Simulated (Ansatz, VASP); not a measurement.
**Al16C: VASP beside Ansatz**

```
CELL_PARAMETERS angstrom
-4.03893 4.03893 4.03893
4.03893 -4.03893 4.03893
4.03893 4.03893 -4.03893
ATOMIC_POSITIONS crystal
Al 0.97688 0.96794 0.96798
Al 0.00496 0.24898 0.74953
Al 0.00581 0.49122 0.49125
Al 0.00497 0.74960 0.24911
Al 0.25676 0.00339 0.75737
Al 0.23810 0.23731 0.48804
Al 0.23788 0.48791 0.23712
Al 0.25683 0.75736 0.00343
Al 0.49070 0.99606 0.48900
Al 0.50750 0.27318 0.27322
Al 0.49070 0.48896 0.99621
Al 0.48180 0.75002 0.75000
Al 0.74433 0.00339 0.23872
Al 0.74425 0.23865 0.00343
Al 0.76892 0.47332 0.77732
Al 0.76873 0.77715 0.47335
C 0.64249 0.61406 0.61421
```

Alike in both runs: task single point; functional PBE; k mesh 6 × 6 × 6; occupations methfessel-paxton of order 1, width 0.1 eV; no spin polarisation.

|  | VASP | Ansatz |
| --- | --- | --- |
| version | VASP 6.6.1 | Ansatz 0.2.0 |
| potentials or method | VASP PAW PBE potentials, release 64 (Al, C), cutoff 520 eV | plane-wave PAW DFT |
| valence electrons in the cell | 52 | 52 |

Ansatz gave:

| Quantity | Value |
| --- | --- |
| rms of the force components (eV/Å) | 0.072 |

**Question.** Estimate VASP's values.

**Answer.** rms of the force components (eV/Å): 0.073.

Atom by atom the forces differ by 0.001 eV/Å (rms over components).
